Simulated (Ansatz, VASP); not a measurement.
## One calculation of Ti5C, two programs

INCAR

```
SYSTEM = Ti5C
  ALGO = Normal
  EDIFF = 1E-7
  ENCUT = 520
  GGA = PE
  ISIF = 2
  ISMEAR = 0
  LASPH = .TRUE.
  LCHARG = .FALSE.
  LREAL = .FALSE.
  LWAVE = .FALSE.
  NBANDS = 41
  NELM = 80
  PREC = Accurate
  SIGMA = 0.1
```

The input KPOINTS:

```
k-points
0
G
  6 6 4
  0 0 0
```

POSCAR

```
Ti5C
1.0
    4.1199381100      0.0000000000      0.0000000000
   -2.0599690600      3.5679710700      0.0000000000
    0.0000000000      0.0000000000      6.2710490600
Ti C
5 1
Direct
    0.3333333300      0.6666666700      0.7382528200
    0.6666666700      0.3333333300      0.7382528200
    0.6666666700      0.3333333300      0.2617471800
    0.3333333300      0.6666666700      0.2617471800
    0.0000000000      0.0000000000      0.0000000000
    0.0000000000      0.0000000000      0.5000000000
```

Input for Ansatz:

```yaml
crystal:
  lattice:
    - [4.11993811, 0.0, 0.0]
    - [-2.05996906, 3.56797107, 0.0]
    - [0.0, 0.0, 6.27104906]
  atoms:
    - { symbol: Ti, position: [0.33333333, 0.66666667, 0.73825282] }
    - { symbol: Ti, position: [0.66666667, 0.33333333, 0.73825282] }
    - { symbol: Ti, position: [0.66666667, 0.33333333, 0.26174718] }
    - { symbol: Ti, position: [0.33333333, 0.66666667, 0.26174718] }
    - { symbol: Ti, position: [0.0, 0.0, 0.0] }
    - { symbol: C, position: [0.0, 0.0, 0.5] }
basis:
  ecutwfc: 420
kpoints:
  mp_grid: { grid: [6, 6, 4] }
hamiltonian:
  xc: pbe
scf:
  occupations: { method: gaussian, width: 0.1 }
  lower_state_search: "off"
output:
  forces: true
  stress: true
  eigenvalues: true
```

Alike in both runs: task single point; functional PBE; k mesh 6 × 6 × 4; occupations gaussian, width 0.1 eV; no spin polarisation.

|  | VASP | Ansatz |
| --- | --- | --- |
| version | VASP 6.6.1 | Ansatz 0.2.0 |
| potentials or method | VASP PAW PBE potentials, release 64 (Ti_sv, C), cutoff 520 eV | scalar-relativistic, plane waves, PAW |
| valence electrons in the cell | 64 | 64 |

VASP gave:

| Item | Value |
| --- | --- |
| gap on the k mesh at the Fermi level (eV) | none |
| pressure (GPa) | -5.4 |
| traceless stress, the component that is largest in VASP (GPa) | -18.29 |
| rms of the force components (eV/Å) | 0.044 |

Task: Which values does Ansatz return?

Result: gap on the k mesh at the Fermi level (eV): none; pressure (GPa): -5.4; traceless stress, the component that is largest in VASP (GPa): -18.19; rms of the force components (eV/Å): 0.047.

Atom by atom the forces differ by 0.003 eV/Å (rms over components). A gap of «none» marks a metal or a gap that the smearing closes. With one functional, cell and mesh, what is left measures potentials, basis and numerics.
